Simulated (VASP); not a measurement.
Wanted: the native input for a VASP 6.6.1 run.

```yaml
Task: single point
Functional: PBE
Potentials_or_basis: VASP PAW PBE potentials, release 64 (Pt)
Cutoff: 520 eV
k_mesh: 18 × 18 × 10
Occupations: gaussian, width 0.15 eV
Spin: no spin polarisation
Dipole_correction: no
Further_INCAR_settings: ALGO = Fast; EDIFF = 1e-07; NBANDS = 17
```

The structure of Pt lies in POSCAR:

```
Pt
1.0
    2.8964665954      0.0000000000      0.0000000000
   -1.4482332978      2.7473101912      0.0000000000
    0.0000000000      0.0000000000      4.7813829983
Pt
2
Direct
    0.6666666667      0.3333333333      0.7500000000
    0.3333333333      0.6666666667      0.2500000000
```

This cell differs from its parent crystal: normal strain along x +0.0500, normal strain along y +0.1500.

The input as run:

INCAR

```
ALGO = Fast ; EDIFF = 1E-7
ENCUT = 520 ; GGA = PE
ISIF = 2 ; ISMEAR = 0
LASPH = T ; LCHARG = F
LREAL = F ; LWAVE = F
NBANDS = 17 ; NELM = 100
PREC = Accurate ; SIGMA = 0.15
```

KPOINTS

```
k-points
0
Gamma
  18 18 10
```

Potentials or basis: VASP PAW PBE potentials, release 64 (Pt).

Launch:

```sh
$ cat potpaw_PBE.64/Pt/POTCAR > POTCAR
$ mpirun -np 1 vasp_std > vasp.out
```

Results of the run:

```json
{
 "Pressure": "-26.3 GPa",
 "Largest force": "0.024 eV/Å",
 "Band gap on the k mesh": "zero (bands 10 and 11 overlap by 0.89 eV)"
}
```

Caveat: the cell differs from its parent crystal (normal strain along x +0.0500, normal strain along y +0.1500); the cell stands under tension; spin-orbit coupling is left out, which moves the levels of the heavy elements.

Wall time 8.1 min on 1 thread of Intel Xeon 8259CL, with other jobs on the host, peak memory 0.36 GiB.
